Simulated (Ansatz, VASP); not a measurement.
**One calculation of Hg, two programs**

```
CELL_PARAMETERS angstrom
3.27132 0.00000 0.00000
-1.63566 2.83305 0.00000
0.00000 0.00000 3.05819
ATOMIC_POSITIONS crystal
Hg 0.00000 0.00000 0.50000
```

Alike in both runs: functional PBE; k mesh 18 × 18 × 18; occupations gaussian, width 0.1 eV; no spin polarisation.

Ansatz relaxed the structure, and its values are those at the end. VASP's run is a single point on that final structure, the one shown.

|  | VASP | Ansatz |
| --- | --- | --- |
| version | VASP 6.6.1 | Ansatz 0.2.0 |
| potentials or method | VASP PAW PBE potentials, release 64 (Hg), cutoff 520 eV | scalar-relativistic, plane waves, PAW |
| valence electrons in the cell | 12 | 20 |

```tsv
	VASP	Ansatz	Ansatz less VASP
gap on the k mesh at the Fermi level (eV)	none	none	-
pressure (GPa)	0.2	0.0	-0.16
```

A gap of «none» marks a metal or a gap that the smearing closes. VASP's potentials hold 12 valence electrons a cell and Ansatz's 20, so a difference there can come from the potentials and not from the codes.

Neither program's run includes spin-orbit coupling.
